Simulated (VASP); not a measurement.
# Bi (R-3m) in VASP: further runs

The runs below take Bi through single point, with PBEsol.

Everything below comes from runs of VASP 6.6.1. Logs are shortened: lines on timing, memory, paths and dates and some standing lists are left out, and cuts for length are marked.

## 1. The cell of the first run

The structure is trigonal, space group R-3m (No. 166). Conventional cell: a = 4.897 Å, b = 4.897 Å, c = 10.222 Å, α = 90.00°, β = 90.00°, γ = 120.00°. Within 4.1 Å of Bi (site symmetry 3m) lie 6 Bi at 3.14 to 3.48 Å.

## 2. Single point, PBEsol

Input file INCAR:

```
SYSTEM = Bi
  ALGO = Fast
  EDIFF = 1E-7
  ENCUT = 520
  GGA = PS
  ISIF = 2
  ISMEAR = 0
  LASPH = .True.
  LCHARG = .True.
  LELF = .True.
  LREAL = .False.
  LVHAR = .True.
  LWAVE = .False.
  NBANDS = 22
  NELM = 80
  PREC = Accurate
  SIGMA = 0.15
```

Input file KPOINTS:

```
k-points
0
Gamma
  12 12 12
  0 0 0
```

Input file POSCAR:

```
Bi
1.0
    2.4485146788      1.4136506089      3.4074539057
   -2.4485146788      1.4136506089      3.4074539057
    0.0000000000     -2.8273012178      3.4074539058
Bi
2
Direct
    0.2338900000      0.2338900000      0.2338900000
    0.7661100000      0.7661100000      0.7661100000
```

Potentials or basis: VASP PAW PBE potentials, release 64 (Bi_d).

The run is started by

```sh
cat potpaw_PBE.64/Bi_d/POTCAR > POTCAR
mpirun -np 1 vasp_std > vasp.out
```

OUTCAR:

```text
SYSTEM = Bi
   EDIFF = 1E-7
   ENCUT = 520
   GGA = PS
   ISIF = 2
   ISMEAR = 0
   LASPH = .True.
   LREAL = .False.
   NELM = 80
   PREC = Accurate

 ion  position               nearest neighbor table
   1  0.234  0.234  0.234-   2 3.14   2 3.14   2 3.14   2 3.48   2 3.48   2 3.48
   2  0.766  0.766  0.766-   1 3.14   1 3.14   1 3.14   1 3.48   1 3.48   1 3.48

  LATTYP: Found a trigonal (rhomboedric) cell.
 ALAT       =     4.4276827230
 COS(alpha) =     0.3883789361

  Lattice vectors:

 A1 = (   2.4485146788,   1.4136506089,   3.4074539057)
 A2 = (  -2.4485146788,   1.4136506089,   3.4074539057)
 A3 = (   0.0000000000,  -2.8273012178,   3.4074539058)

Analysis of symmetry for initial positions (statically):
=====================================================================
 Subroutine PRICEL returns:
 Original cell was already a primitive cell.

 Routine SETGRP: Setting up the symmetry group for a
 trigonal (rhombohedral) supercell.

 Subroutine GETGRP returns: Found 12 space group operations
 (whereof 12 operations were pure point group operations)
 out of a pool of 12 trial point group operations.

The static configuration has the point symmetry D_3d.

Analysis of symmetry for dynamics (positions and initial velocities):
=====================================================================
 Subroutine PRICEL returns:
 Original cell was already a primitive cell.

 Routine SETGRP: Setting up the symmetry group for a
 trigonal (rhombohedral) supercell.

 Subroutine GETGRP returns: Found 12 space group operations
 (whereof 12 operations were pure point group operations)
 out of a pool of 12 trial point group operations.

The dynamic configuration has the point symmetry D_3d.

 Subroutine INISYM returns: Found 12 space group operations
 (whereof 12 operations are pure point group operations),
 and found     1 'primitive' translations

----------------------------------------------------------------------------------------

                                     Primitive cell

  volume of cell :      70.7662

  direct lattice vectors                    reciprocal lattice vectors
     2.448514679  1.413650609  3.407453906     0.204205433  0.117898062  0.097824752
    -2.448514679  1.413650609  3.407453906    -0.204205433  0.117898062  0.097824752
     0.000000000 -2.827301218  3.407453906     0.000000000 -0.235796123  0.097824752

[... 74 lines left out ...]
   PREC   = accura    normal or accurate (medium, high low for compatibility)
   ISTART =      0    job   : 0-new  1-cont  2-samecut
   ICHARG =      2    charge: 1-file 2-atom 10-const
   ISPIN  =      1    spin polarized calculation?
   LNONCOLLINEAR =      F non collinear calculations
   LSORBIT =      F    spin-orbit coupling
   LASPH  =      T    aspherical Exc in radial PAW
   ENCUT  =  520.0 eV  38.22 Ry    6.18 a.u.   8.23  8.23  8.23*2*pi/ulx,y,z
   NELM   =     80;   NELMIN=  2; NELMDL= -5     # of ELM steps
   EDIFF  = 0.1E-06   stopping-criterion for ELM
   LREAL  =      F    real-space projection
   EDIFFG = 0.1E-05   stopping-criterion for IOM
   NSW    =      0    number of steps for IOM
   IBRION =     -1    ionic relax: 0-MD 1-quasi-New 2-CG
   NFREE  =      0    steps in history (QN), initial steepest desc. (CG)
   ISIF   =      2    stress and relaxation
   ISYM   =      2    0-nonsym 1-usesym 2-fastsym
   POTIM  = 0.5000    time-step for ionic-motion
   TEBEG  =    0.0;   TEEND  =   0.0 temperature during run
   PSTRESS=    0.0 pullay stress
   NELECT =      30.0000    total number of electrons
   NUPDOWN=      -1.0000    fix difference up-down
   EMIN   =  10.00;   EMAX   =-10.00  energy-range for DOS
   EFERMI =   0.00;   METHOD = LEGACY
   ISMEAR =     0;   SIGMA  =   0.15  broadening in eV -4-tet -1-fermi 0-gaus
   EFERMI_NEDOS =   21; number of points for ismear=-14 and -15
   IALGO  =     68    algorithm
   IMIX   =      4    mixing-type and parameters
     AMIX     =   0.40;   BMIX     =  1.00
     AMIX_MAG =   1.60;   BMIX_MAG =  1.00
  volume/ion in A,a.u.               =      35.38       238.78
  Fermi-wavevector in a.u.,A,eV,Ry     =   1.229815  2.324014 20.578074  1.512446
  Thomas-Fermi vector in A             =   2.364688
   LORBIT       =      0    0 simple, 1 ext, 2 COOP (PROOUT), +10 PAW based schemes
   GGA     = PS    functional components
   LHFCALC =     F    Hartree Fock is set to
   AEXX    =    0.0000 exact exchange contribution
   IVDW    =     0    specifies the selected vdW correction
   LEPSILON=     F    determine dielectric tensor
   LRPA    =     F    only Hartree local field effects (RPA)
 non-spin polarized calculation
 RMM-DIIS sequential band-by-band and
 Gauss-broadening in eV      SIGMA  =   0.15
  energy-cutoff  :      520.00
  volume of cell :       70.77
 maximum number of plane-waves:      1919
 NGX is ok and might be reduce to    36

 number of electron      30.0000000 magnetization

 Free energy of the ion-electron system (eV)
  ---------------------------------------------------
  ext. energy  EPLUGINS =         0.00000000
  ---------------------------------------------------
  free energy    TOTEN  =        -8.43709358 eV

  energy without entropy =       -8.42316572  energy(sigma->0) =       -8.43012965

 E-fermi :   6.0189     XC(G=0):  -9.7126

 val. band max:        6.0127296827   @ k =   0.4167   0.4167   0.4167
 cond. band min:       6.0195561169   @ k =   0.4167   0.0833   0.0833
 fundamental gap:      0.0068264342
 Fermi energy:         6.0189131509

 k-point     1 :       0.0000    0.0000    0.0000
  band No.  band energies     occupation
      1     -16.7411      2.00000
      2     -16.7411      2.00000
      3     -16.6249      2.00000
      4     -16.6249      2.00000
      5     -16.5721      2.00000
      6     -16.4765      2.00000
[... 589 lines left out ...]
     21      15.0450      0.00000
     22      15.5773      0.00000

 [... further k-points ...]
[... 5 lines left out ...]
  --------------------------------------------------------------------------------------
  -------------------------------------------------------------------------------------
  Total       -1.3950376     -1.3950376     -0.0197648      0.0000000      0.0000000      0.0000000
  in kB      -31.5842413    -31.5842413     -0.4474836      0.0000000      0.0000000      0.0000000
  external PRESSURE =     -21.2053221 kB  Pullay stress =       0.0000000 kB

 VOLUME and BASIS-vectors are now :
 -----------------------------------------------------------------------------
  energy-cutoff  :      520.00
  volume of cell :       70.77
      direct lattice vectors                 reciprocal lattice vectors
     2.448514679  1.413650609  3.407453906     0.204205433  0.117898062  0.097824752
    -2.448514679  1.413650609  3.407453906    -0.204205433  0.117898062  0.097824752
     0.000000000 -2.827301218  3.407453906     0.000000000 -0.235796123  0.097824752

 POSITION                                       TOTAL-FORCE (eV/Angst)
 -----------------------------------------------------------------------------------
      0.00000      0.00000      2.39091         0.000000      0.000000      0.316659
      0.00000      0.00000      7.83145         0.000000     -0.000000     -0.316659
 -----------------------------------------------------------------------------------
    total drift:                                0.000000     -0.000000      0.000000

  FREE ENERGIE OF THE ION-ELECTRON SYSTEM (eV)
  ---------------------------------------------------
  free  energy   TOTEN  =        -8.4370935781 eV

  energy  without entropy=       -8.4231657161  energy(sigma->0) =       -8.43012965
```

OSZICAR:

```text
N       E                     dE             d eps       ncg     rms          rms(c)
DAV:   1     0.305595971891E+03    0.30560E+03   -0.16161E+04  8316   0.163E+03
DAV:   2     0.172147839116E+02   -0.28838E+03   -0.28133E+03  8514   0.434E+02
DAV:   3    -0.756616456674E+01   -0.24781E+02   -0.24508E+02 10086   0.142E+02
DAV:   4    -0.841547455149E+01   -0.84931E+00   -0.84865E+00 10344   0.288E+01
DAV:   5    -0.845002982163E+01   -0.34555E-01   -0.34554E-01 11876   0.522E+00    0.895E-01
RMM:   6    -0.843966525822E+01    0.10365E-01   -0.18646E-02  9871   0.149E+00    0.523E-01
RMM:   7    -0.843678714152E+01    0.28781E-02   -0.16568E-02  9524   0.127E+00    0.114E-01
RMM:   8    -0.843695985699E+01   -0.17272E-03   -0.40457E-03 11245   0.688E-01    0.219E-02
RMM:   9    -0.843709608826E+01   -0.13623E-03   -0.14846E-03 14440   0.291E-01    0.271E-02
RMM:  10    -0.843713038117E+01   -0.34293E-04   -0.15620E-04 13419   0.108E-01    0.443E-02
RMM:  11    -0.843709462677E+01    0.35754E-04   -0.49754E-05 10471   0.826E-02    0.115E-02
RMM:  12    -0.843709502764E+01   -0.40087E-06   -0.24294E-05 12991   0.390E-02    0.819E-03
RMM:  13    -0.843709542196E+01   -0.39432E-06   -0.32621E-06 13587   0.132E-02    0.862E-03
RMM:  14    -0.843709464766E+01    0.77429E-06   -0.64213E-07  8449   0.988E-03    0.633E-03
RMM:  15    -0.843709367737E+01    0.97029E-06   -0.16070E-06  9216   0.155E-02    0.236E-03
RMM:  16    -0.843709357809E+01    0.99278E-07   -0.23098E-07  5577   0.388E-03
   1 F= -.84370936E+01 E0= -.84301296E+01  d E =-.139279E-01
```

stdout:

```text
POSCAR found type information on POSCAR Bi
 POSCAR found :  1 types and       2 ions
 scaLAPACK will be used
 -----------------------------------------------------------------------------
|                                                                             |
|                                                                             |
|     You enforced a specific xc type in the INCAR file but a different       |
|     I HOPE YOU KNOW WHAT YOU ARE DOING!                                     |
|                                                                             |
 -----------------------------------------------------------------------------

 LDA part: xc-table for (Slater+PW92), standard interpolation
 POSCAR, INCAR and KPOINTS ok, starting setup
 FFT: planning ... GRIDC
 FFT: planning ... GRID_SOFT
 FFT: planning ... GRID
 WAVECAR not read
 entering main loop
WARNING in EDDRMM: call to ZHEGV failed, returncode =   8  4     22
WARNING in EDDRMM: call to ZHEGV failed, returncode =   8  4     22
WARNING in EDDRMM: call to ZHEGV failed, returncode =   6  3     21
 num prob WARNING in EDDRMM: call to ZHEGV failed, returncode =   6  3     20
 num prob  num prob  num prob RMM:  16    -0.843709357809E+01    0.99278E-07   -0.23098E-07  5577   0.388E-03
```

It took 3.1 min on 1 thread of Intel Xeon Platinum 8488C (Sapphire Rapids), shared host; peak memory 0.37 GiB.

What came out:

* Free energy: -8.4371 eV
* Pressure: -2.1 GPa
* Largest force: 0.317 eV/Å
* Band gap on the k mesh: zero (band 15 reaches 6.17 eV, above the bottom of band 16 at 5.41 eV)

Forces on the atoms (eV/Å):
```
Bi   0.000  0.000  0.317
Bi   0.000  0.000 -0.317
```

Levels at points of the mesh, in eV from the Fermi level:
| k point | band 12 | band 13 | band 14 | band 15 | band 16 | band 17 | band 18 | band 19 |
| --- | --- | --- | --- | --- | --- | --- | --- | --- |
| (0.00, 0.00, 0.00) | -7.62 | -1.71 | -1.71 | -0.14 | 2.60 | 3.35 | 3.35 | 5.03 |
| (0.50, 0.00, 0.00) | -10.60 | -0.96 | -0.59 | -0.28 | 0.11 | 0.90 | 1.48 | 7.17 |
| (0.50, 0.50, 0.00) | -9.41 | -4.58 | -3.45 | -2.11 | 2.44 | 4.88 | 4.96 | 6.11 |
| (0.50, 0.50, 0.50) | -9.71 | -1.85 | -1.18 | -1.18 | -0.13 | -0.13 | -0.11 | 8.01 |

Caveat: the PAW data sets were made with another functional, which shifts forces and pressure a little; spin-orbit coupling is left out, which moves the levels of the heavy elements.

## 3. Single point, PBEsol

This run uses another cell than the first one, of the same volume but with other edges.

Input file INCAR:

```
  PREC = Accurate
  ENCUT = 520
  EDIFF = 1E-6
  ISMEAR = 0
  SIGMA = 0.15
  LREAL = False
  LASPH = True
  NELM = 60
  ALGO = Fast
  ISIF = 2
  LWAVE = False
  LCHARG = False
  GGA = PS
  NBANDS = 22
```

Input file KPOINTS:

```
regular mesh
0
Gamma
  12 12 12
```

Input file POSCAR:

```
Bi
1.0
    2.0826594288      1.2024239818      4.7097613332
   -2.0826594288      1.2024239818      4.7097613332
    0.0000000000     -2.4048479636      4.7097613332
Bi
2
Direct
    0.2338900000      0.2338900000      0.2338900000
    0.7661100000      0.7661100000      0.7661100000
```

Potentials or basis: VASP PAW PBE potentials, release 64 (Bi_d).

The run is started by

```sh
cat potpaw_PBE.64/Bi_d/POTCAR > POTCAR
mpirun -np 1 vasp_std > vasp.out
```

Run time: 3.8 min. Hardware: 1 thread of Intel Xeon Platinum 8488C (Sapphire Rapids), shared host; peak memory 0.4 GiB.

Results (log left out):

- Free energy: -8.4072 eV
- Pressure: -0.5 GPa
- Largest force: 0.136 eV/Å
- Band gap on the k mesh: zero (band 15 reaches 6.79 eV, above the bottom of band 16 at 5.62 eV)

Forces in eV/Å, atoms in the order of the input:
```
Bi   0.000  0.000 -0.136
Bi   0.000  0.000  0.136
```

Stress tensor (GPa, compression positive):
```
 0.76  0.00  0.00
 0.00  0.76  0.00
 0.00  0.00 -3.16
```

Levels at points of the mesh, in eV from the Fermi level:
```csv
k point,band 12,band 13,band 14,band 15,band 16,band 17,band 18,band 19
"(0.00, 0.00, 0.00)",-8.16,-3.05,-0.03,-0.03,2.81,3.04,3.04,5.87
"(0.50, 0.00, 0.00)",-10.28,-2.68,-1.17,-0.91,-0.08,0.04,1.51,5.85
"(0.50, 0.50, 0.00)",-9.58,-4.64,-3.51,-1.90,2.56,4.06,4.36,5.06
"(0.50, 0.50, 0.50)",-10.13,0.26,0.42,0.42,1.08,1.87,1.87,5.89
```

Caveat: the PAW data sets were made with another functional, which shifts forces and pressure a little; spin-orbit coupling is left out, which moves the levels of the heavy elements.
